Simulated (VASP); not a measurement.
# Al2O3 (R-3c) in VASP: a series of runs

Runs on Al2O3. Level: PBE. Tasks: single point.

Everything below comes from runs of VASP 6.6.1. Logs are shortened: lines on timing, memory, paths and dates and some standing lists are left out, and cuts for length are marked.

## Step 1: The cell of the first run

It takes space group R-3c (No. 167, trigonal). The conventional cell has a = 5.043 Å, b = 5.043 Å, c = 11.927 Å, α = 90.00°, β = 90.00°, γ = 120.00°. Al (site symmetry 3) has 6 O at 1.90 to 2.00 Å and 1 Al at 2.53 Å within 2.6 Å. O (site symmetry 2) has 4 Al at 1.90 to 2.00 Å and 8 O at 2.53 to 2.67 Å within 2.7 Å.

## Step 2: Single point, PBE

Input file INCAR:

```
SYSTEM = Al2O3
PREC     = Accurate       ! precision mode
ENCUT    = 520            ! plane-wave cutoff, eV
EDIFF    = 1E-6           ! SCF threshold, eV
ISMEAR   = 0              ! smearing method
SIGMA    = 0.05           ! smearing width, eV
LREAL    = .FALSE.        ! projectors in reciprocal space
LASPH    = .TRUE.         ! aspherical terms in the spheres
NELM     = 80             ! most SCF steps
ALGO     = Normal         ! electronic algorithm
ISIF     = 2              ! what is computed and relaxed
LWAVE    = .FALSE.        ! write WAVECAR
LCHARG   = .FALSE.        ! write CHGCAR
GGA      = PE             ! functional
NBANDS   = 35             ! bands
```

Input file KPOINTS:

```
regular mesh
0
G
  6 6 6
  0 0 0
```

Input file POSCAR:

```
Al2O3
1.0
    2.5215409537      1.4558123484      3.9757976730
   -2.5215409537      1.4558123484      3.9757976730
    0.0000000000     -2.9116246967      3.9757976730
Al O
4 6
Direct
    0.8559399590      0.8559399590      0.8559399590
    0.6440600410      0.6440600410      0.6440600410
    0.1440600410      0.1440600410      0.1440600410
    0.3559399590      0.3559399590      0.3559399590
    0.0561574040      0.4438425960      0.7500000000
    0.7500000000      0.0561574040      0.4438425960
    0.4438425960      0.7500000000      0.0561574040
    0.9438425960      0.5561574040      0.2500000000
    0.2500000000      0.9438425960      0.5561574040
    0.5561574040      0.2500000000      0.9438425960
```

Potentials or basis: VASP PAW PBE potentials, release 64 (Al, O).

Launch:

```bash
cat potpaw_PBE.64/Al/POTCAR potpaw_PBE.64/O/POTCAR > POTCAR
mpirun -np 1 vasp_std > vasp.out
```

OUTCAR:

```text
SYSTEM = Al2O3
   PREC = Accurate
   ENCUT = 520
   EDIFF = 1E-6
   ISMEAR = 0
   LREAL = .FALSE.
   LASPH = .TRUE.
   NELM = 80
   ISIF = 2
   GGA = PE

 ion  position               nearest neighbor table
   1  0.856  0.856  0.856-   8 1.90   9 1.90  10 1.90   6 2.00   7 2.00   5 2.00   2 2.53   3 2.96
                             3 2.96   3 2.96   2 3.25   2 3.25   2 3.25
   2  0.644  0.644  0.644-   8 1.90  10 1.90   9 1.90   7 2.00   6 2.00   5 2.00   1 2.53   4 2.96
                             4 2.96   4 2.96   1 3.25   1 3.25   1 3.25
   3  0.144  0.144  0.144-   5 1.90   6 1.90   7 1.90   9 2.00  10 2.00   8 2.00   4 2.53   1 2.96
                             1 2.96   1 2.96   4 3.25   4 3.25   4 3.25
   4  0.356  0.356  0.356-   5 1.90   7 1.90   6 1.90  10 2.00   9 2.00   8 2.00   3 2.53   2 2.96
                             2 2.96   2 2.96   3 3.25   3 3.25   3 3.25
   5  0.056  0.444  0.750-   3 1.90   4 1.90   1 2.00   2 2.00
   6  0.750  0.056  0.444-   3 1.90   4 1.90   1 2.00   2 2.00
   7  0.444  0.750  0.056-   4 1.90   3 1.90   2 2.00   1 2.00
   8  0.944  0.556  0.250-   1 1.90   2 1.90   3 2.00   4 2.00
   9  0.250  0.944  0.556-   1 1.90   2 1.90   3 2.00   4 2.00
  10  0.556  0.250  0.944-   2 1.90   1 1.90   4 2.00   3 2.00

  LATTYP: Found a trigonal (rhomboedric) cell.
 ALAT       =     4.9279331886
 COS(alpha) =     0.4763604685

  Lattice vectors:

 A1 = (   2.5215409537,   1.4558123484,   3.9757976730)
 A2 = (  -2.5215409537,   1.4558123484,   3.9757976730)
 A3 = (   0.0000000000,  -2.9116246967,   3.9757976730)

Analysis of symmetry for initial positions (statically):
=====================================================================
 Subroutine PRICEL returns:
 Original cell was already a primitive cell.

 Routine SETGRP: Setting up the symmetry group for a
 trigonal (rhombohedral) supercell.

 Subroutine GETGRP returns: Found 12 space group operations
 (whereof  6 operations were pure point group operations)
 out of a pool of 12 trial point group operations.

The static configuration has the point symmetry S_6 .
 The point group associated with its full space group is D_3d.

Analysis of symmetry for dynamics (positions and initial velocities):
=====================================================================
 Subroutine PRICEL returns:
 Original cell was already a primitive cell.

 Routine SETGRP: Setting up the symmetry group for a
 trigonal (rhombohedral) supercell.

 Subroutine GETGRP returns: Found 12 space group operations
 (whereof  6 operations were pure point group operations)
 out of a pool of 12 trial point group operations.

The dynamic configuration has the point symmetry S_6 .
 The point group associated with its full space group is D_3d.

 Subroutine INISYM returns: Found 12 space group operations
 (whereof  6 operations are pure point group operations),
 and found     1 'primitive' translations

----------------------------------------------------------------------------------------

                                     Primitive cell

  volume of cell :      87.5683

  direct lattice vectors                    reciprocal lattice vectors
     2.521540954  1.455812348  3.975797673     0.198291445  0.114483619  0.083840618
    -2.521540954  1.455812348  3.975797673    -0.198291445  0.114483619  0.083840618
     0.000000000 -2.911624697  3.975797673     0.000000000 -0.228967239  0.083840618

  length of vectors
     4.927933189  4.927933189  4.927933189     0.243834463  0.243834463  0.243834463

  position of ions in fractional coordinates (direct lattice)
     0.855939959  0.855939959  0.855939959
     0.644060041  0.644060041  0.644060041
     0.144060041  0.144060041  0.144060041
     0.355939959  0.355939959  0.355939959
     0.056157404  0.443842596  0.750000000
     0.750000000  0.056157404  0.443842596
     0.443842596  0.750000000  0.056157404
     0.943842596  0.556157404  0.250000000
     0.250000000  0.943842596  0.556157404
     0.556157404  0.250000000  0.943842596

  ion indices of the primitive-cell ions
   primitive index   ion index
                 1           1
                 2           2
                 3           3
                 4           4
                 5           5
                 6           6
                 7           7
                 8           8
                 9           9
                10          10

----------------------------------------------------------------------------------------

 KPOINTS: regular mesh

Automatic generation of k-mesh.
 Grid dimensions read from file:
 generate k-points for:    6    6    6

 Generating k-lattice:

  Cartesian coordinates                     Fractional coordinates (reciprocal lattice)
     0.033048574  0.019080603  0.013973436     0.166666667  0.000000000 -0.000000000
    -0.033048574  0.019080603  0.013973436     0.000000000  0.166666667 -0.000000000
     0.000000000 -0.038161206  0.013973436    -0.000000000 -0.000000000  0.166666667

  Length of vectors
     0.040639077  0.040639077  0.040639077

  Shift w.r.t. Gamma in fractional coordinates (k-lattice)
     0.000000000  0.000000000  0.000000000

 Subroutine IBZKPT returns following result:
 ===========================================

 Found     32 irreducible k-points:

 Following reciprocal coordinates:
            Coordinates               Weight
  0.000000  0.000000  0.000000      1.000000
  0.166667  0.000000  0.000000      6.000000
  0.333333  0.000000  0.000000      6.000000
  0.500000 -0.000000  0.000000      3.000000
  0.166667  0.166667  0.000000      6.000000
  0.333333  0.166667  0.000000     12.000000
[... 16 lines left out ...]
  0.500000  0.500000  0.166667      6.000000
 -0.333333  0.500000  0.166667     12.000000
 [... further k-points ...]
   k-points           NKPTS =     32   k-points in BZ     NKDIM =     32   number of bands    NBANDS=     35
   number of dos      NEDOS =    301   number of ions     NIONS =     10
   total plane-waves  NPLWV =  64000
   dimension x,y,z NGX =    40 NGY =   40 NGZ =   40
   dimension x,y,z NGXF=    80 NGYF=   80 NGZF=   80
   ions per type =               4   6
   NGX,Y,Z   is equivalent  to a cutoff of  13.49, 13.49, 13.49 a.u.
   NGXF,Y,Z  is equivalent  to a cutoff of  26.99, 26.99, 26.99 a.u.
 SYSTEM =  Al2O3
   PREC   = accura    normal or accurate (medium, high low for compatibility)
   ISTART =      0    job   : 0-new  1-cont  2-samecut
   ICHARG =      2    charge: 1-file 2-atom 10-const
   ISPIN  =      1    spin polarized calculation?
   LNONCOLLINEAR =      F non collinear calculations
   LSORBIT =      F    spin-orbit coupling
   LASPH  =      T    aspherical Exc in radial PAW
   ENCUT  =  520.0 eV  38.22 Ry    6.18 a.u.   9.16  9.16  9.16*2*pi/ulx,y,z
   NELM   =     80;   NELMIN=  2; NELMDL= -5     # of ELM steps
   EDIFF  = 0.1E-05   stopping-criterion for ELM
   LREAL  =      F    real-space projection
   EDIFFG = 0.1E-04   stopping-criterion for IOM
   NSW    =      0    number of steps for IOM
   IBRION =     -1    ionic relax: 0-MD 1-quasi-New 2-CG
   NFREE  =      0    steps in history (QN), initial steepest desc. (CG)
   ISIF   =      2    stress and relaxation
   ISYM   =      2    0-nonsym 1-usesym 2-fastsym
   POTIM  = 0.5000    time-step for ionic-motion
   TEBEG  =    0.0;   TEEND  =   0.0 temperature during run
   PSTRESS=    0.0 pullay stress
   NELECT =      48.0000    total number of electrons
   NUPDOWN=      -1.0000    fix difference up-down
   EMIN   =  10.00;   EMAX   =-10.00  energy-range for DOS
   EFERMI =   0.00;   METHOD = LEGACY
   ISMEAR =     0;   SIGMA  =   0.05  broadening in eV -4-tet -1-fermi 0-gaus
   EFERMI_NEDOS =   21; number of points for ismear=-14 and -15
   IALGO  =     38    algorithm
   IMIX   =      4    mixing-type and parameters
     AMIX     =   0.40;   BMIX     =  1.00
     AMIX_MAG =   1.60;   BMIX_MAG =  1.00
  volume/ion in A,a.u.               =       8.76        59.09
  Fermi-wavevector in a.u.,A,eV,Ry     =   1.339799  2.531853 24.423286  1.795061
  Thomas-Fermi vector in A             =   2.468162
   LORBIT       =      0    0 simple, 1 ext, 2 COOP (PROOUT), +10 PAW based schemes
   GGA     = PE    functional components
   LHFCALC =     F    Hartree Fock is set to
   AEXX    =    0.0000 exact exchange contribution
   IVDW    =     0    specifies the selected vdW correction
   LEPSILON=     F    determine dielectric tensor
   LRPA    =     F    only Hartree local field effects (RPA)
 non-spin polarized calculation
 Gauss-broadening in eV      SIGMA  =   0.05
  energy-cutoff  :      520.00
  volume of cell :       87.57
 maximum number of plane-waves:      2396
 NGX is ok and might be reduce to    40

 number of electron      47.9999995 magnetization

 Free energy of the ion-electron system (eV)
  ---------------------------------------------------
  ext. energy  EPLUGINS =         0.00000000
  ---------------------------------------------------
  free energy    TOTEN  =       -73.55693877 eV

  energy without entropy =      -73.55693877  energy(sigma->0) =      -73.55693877

 E-fermi :   6.9740     XC(G=0): -11.5767

 val. band max:        6.6861252291   @ k =   0.0000   0.0000   0.0000
 cond. band min:      11.0498632322   @ k =   0.0000   0.0000   0.0000
 fundamental gap:      4.3637380031
 Fermi energy:         6.9739836578

 k-point     1 :       0.0000    0.0000    0.0000
  band No.  band energies     occupation
      1     -13.0605      2.00000
      2     -10.7027      2.00000
      3     -10.7027      2.00000
      4     -10.3086      2.00000
      5     -10.3086      2.00000
      6     -10.2361      2.00000
[... 27 lines left out ...]
     34      18.4947      0.00000
     35      20.2985      0.00000
[... 843 lines left out ...]
      5     -10.3175      2.00000
      6     -10.1562      2.00000
[... 27 lines left out ...]
     34      18.8332      0.00000
     35      19.0035      0.00000

 [... further k-points ...]

------------------------ aborting loop because EDIFF is reached ----------------------------------------

  FORCE on cell =-STRESS in cart. coord.  units (eV):
  Direction    XX          YY          ZZ          XY          YZ          ZX
  --------------------------------------------------------------------------------------
  -------------------------------------------------------------------------------------
  Total       -9.2763517     -9.2763517     16.6260304      0.0000000      0.0000000      0.0000000
  in kB     -169.7230536   -169.7230536    304.1950914      0.0000000      0.0000000      0.0000000
  external PRESSURE =     -11.7503386 kB  Pullay stress =       0.0000000 kB

 VOLUME and BASIS-vectors are now :
 -----------------------------------------------------------------------------
  energy-cutoff  :      520.00
  volume of cell :       87.57
      direct lattice vectors                 reciprocal lattice vectors
     2.521540954  1.455812348  3.975797673     0.198291445  0.114483619  0.083840618
    -2.521540954  1.455812348  3.975797673    -0.198291445  0.114483619  0.083840618
     0.000000000 -2.911624697  3.975797673     0.000000000 -0.228967239  0.083840618

 POSITION                                       TOTAL-FORCE (eV/Angst)
 -----------------------------------------------------------------------------------
      0.00000      0.00000     10.20913        -0.000000      0.000000      0.335524
      0.00000      0.00000      7.68196        -0.000000     -0.000000     -0.335524
      0.00000      0.00000      1.71826        -0.000000     -0.000000     -0.335524
      0.00000      0.00000      4.24544        -0.000000      0.000000      0.335524
     -0.97756     -1.45581      4.96975        -0.273383     -0.000000      0.000000
      1.74955     -0.11869      4.96975         0.136691     -0.236756      0.000000
     -0.77199      1.57450      4.96975         0.136691      0.236756      0.000000
      0.97756      1.45581      6.95765         0.273383      0.000000      0.000000
     -1.74955      0.11869      6.95765        -0.136691      0.236756      0.000000
      0.77199     -1.57450      6.95765        -0.136691     -0.236756      0.000000
 -----------------------------------------------------------------------------------
    total drift:                               -0.000000      0.000000     -0.000000

  FREE ENERGIE OF THE ION-ELECTRON SYSTEM (eV)
  ---------------------------------------------------
  free  energy   TOTEN  =       -73.5569387707 eV

  energy  without entropy=      -73.5569387707  energy(sigma->0) =      -73.55693877
```

It took 2.8 min on 1 thread of Intel Xeon 8259CL, shared host; peak memory 0.26 GiB.

What came out:

```
Free energy            : -73.5569 eV
Pressure               : -1.2 GPa
Largest force          : 0.336 eV/Å
Band gap on the k mesh : 4.36 eV
```

Forces on the atoms (eV/Å):
```
Al   0.000  0.000  0.336
Al   0.000  0.000 -0.336
Al   0.000  0.000 -0.336
Al   0.000  0.000  0.336
O   -0.273  0.000  0.000
O    0.137 -0.237  0.000
O    0.137  0.237  0.000
O    0.273  0.000  0.000
O   -0.137  0.237  0.000
O   -0.137 -0.237  0.000
```

Caveat: the stress differs along the axes, from -17 to 30 GPa.

## Step 3: Single point, PBE

This run uses another cell than the first one, of the same volume but with other edges.

Input file INCAR:

```
ALGO     = Normal         # electronic algorithm
EDIFF    = 1E-6           # SCF threshold, eV
ENCUT    = 520            # plane-wave cutoff, eV
GGA      = PE             # functional
ISIF     = 2              # what is computed and relaxed
ISMEAR   = 0              # smearing method
LASPH    = T              # aspherical terms in the spheres
LCHARG   = F              # write CHGCAR
LREAL    = F              # projectors in reciprocal space
LWAVE    = F              # write WAVECAR
NBANDS   = 35             # bands
NELM     = 60             # most SCF steps
PREC     = Accurate       # precision mode
SIGMA    = 0.05           # smearing width, eV
```

Input file KPOINTS:

```
k-points
0
Gamma
  6 6 6
```

Input file POSCAR:

```
Al2O3
1.0
    2.5897113169      1.4951705259      3.7692384980
   -2.5897113169      1.4951705259      3.7692384980
    0.0000000000     -2.9903410518      3.7692384980
Al O
4 6
Direct
    0.8597505612      0.8597505612      0.8597505612
    0.6402494388      0.6402494388      0.6402494388
    0.1402494388      0.1402494388      0.1402494388
    0.3597505612      0.3597505612      0.3597505612
    0.0561574040      0.4438425960      0.7500000000
    0.7500000000      0.0561574040      0.4438425960
    0.4438425960      0.7500000000      0.0561574040
    0.9438425960      0.5561574040      0.2500000000
    0.2500000000      0.9438425960      0.5561574040
    0.5561574040      0.2500000000      0.9438425960
```

Potentials or basis: VASP PAW PBE potentials, release 64 (Al, O).

Launch:

```bash
cat potpaw_PBE.64/Al/POTCAR potpaw_PBE.64/O/POTCAR > POTCAR
mpirun -np 1 vasp_std > vasp.out
```

Wall time 2.4 min (1 thread of Intel Xeon 8259CL, shared host); peak memory 0.23 GiB.

Results (log left out):

```
Free energy            : -71.9282 eV
Pressure               : -1.8 GPa
Largest force          : 0.320 eV/Å
Band gap on the k mesh : 3.28 eV
```

Forces on the atoms (eV/Å):
```
Al   0.000  0.000  0.231
Al   0.000  0.000 -0.231
Al   0.000  0.000 -0.231
Al   0.000  0.000  0.231
O   -0.320  0.000  0.000
O    0.160 -0.277  0.000
O    0.160  0.277  0.000
O    0.320  0.000  0.000
O   -0.160  0.277  0.000
O   -0.160 -0.277  0.000
```

Stress tensor (GPa, compression positive):
```
-24.19   0.00   0.00
  0.00 -24.19   0.00
  0.00   0.00  43.03
```

Levels at points of the mesh, in eV from the valence-band top:
| k point | band 21 | band 22 | band 23 | band 24 | band 25 | band 26 | band 27 | band 28 |
| --- | --- | --- | --- | --- | --- | --- | --- | --- |
| (0.00, 0.00, 0.00) | -1.16 | -1.09 | -1.09 | 0.00 | 3.28 | 6.59 | 7.29 | 9.39 |
| (0.50, 0.00, 0.00) | -1.43 | -1.43 | -0.76 | -0.76 | 6.03 | 6.03 | 7.76 | 7.76 |
| (0.50, 0.50, 0.00) | -1.86 | -1.75 | -1.12 | -0.65 | 6.06 | 6.30 | 7.25 | 7.88 |
| (0.50, 0.50, 0.50) | -1.86 | -1.86 | -1.86 | -1.86 | 5.96 | 5.96 | 8.16 | 8.16 |

Caveat: the stress differs along the axes, from -24 to 43 GPa.
